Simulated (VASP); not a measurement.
Set up this calculation in VASP 6.6.1, as the native input.

```yaml
Task: single point
Functional: PBEsol
Potentials_or_basis: VASP PAW PBE potentials, release 64 (Al, Ni)
Cutoff: 520 eV
k_mesh: 15 × 15 × 5
Occupations: gaussian, width 0.15 eV
Spin: no spin polarisation
Dipole_correction: no
Further_INCAR_settings: ALGO = Fast; EDIFF = 1e-06; NBANDS = 28
```

The structure of AlNi lies in POSCAR:

```
AlNi
1.0
    0.0000000000     -2.8618233747      0.0000000000
    0.0000000000      0.0000000000     -2.8618233747
    8.8854701242     -0.9539411249     -0.9539411249
Al Ni
3 3
Direct
    0.9731600829     -0.0268399171      0.0805197512
    0.8658004147     -0.1341995853      0.4025987560
    0.7584407464     -0.2415592536      0.7246777608
    0.2047609123      0.2047609123      0.8857172632
    0.4194802488      0.4194802488      0.2415592536
    0.3121205805      0.3121205805      0.5636382584
```

This cell differs from its parent crystal: the part above a cut slid along it.

The input as run:

INCAR

```
SYSTEM = AlNi
PREC = Accurate ; ENCUT = 520
EDIFF = 1E-6 ; ISMEAR = 0
SIGMA = 0.15 ; LREAL = .False.
LASPH = .True. ; NELM = 80
ALGO = Fast ; ISIF = 2
LWAVE = .False. ; LCHARG = .False.
GGA = PS ; NBANDS = 28
```

KPOINTS

```
Automatic mesh
0
Gamma
  15 15 5
  0 0 0
```

Potentials or basis: VASP PAW PBE potentials, release 64 (Al, Ni).

Launch:

```sh
$ cat potpaw_PBE.64/Al/POTCAR potpaw_PBE.64/Ni/POTCAR > POTCAR
$ mpirun -np 1 vasp_std > vasp.out
```

It gave:

```yaml
Pressure: 7.7 GPa
Largest_force: 7.502 eV/Å
Band_gap_on_the_k_mesh: zero (an odd number of electrons rules out a gap without spin polarisation)
```

Caveat: the cell differs from its parent crystal (the part above a cut slid along it); the stress differs along the axes, from -1 to 25 GPa; the PAW data sets were made with another functional, which shifts forces and pressure a little.

Run time: 20 min on 1 thread of Intel Xeon 8259CL, on a shared host, peak memory 0.58 GiB.
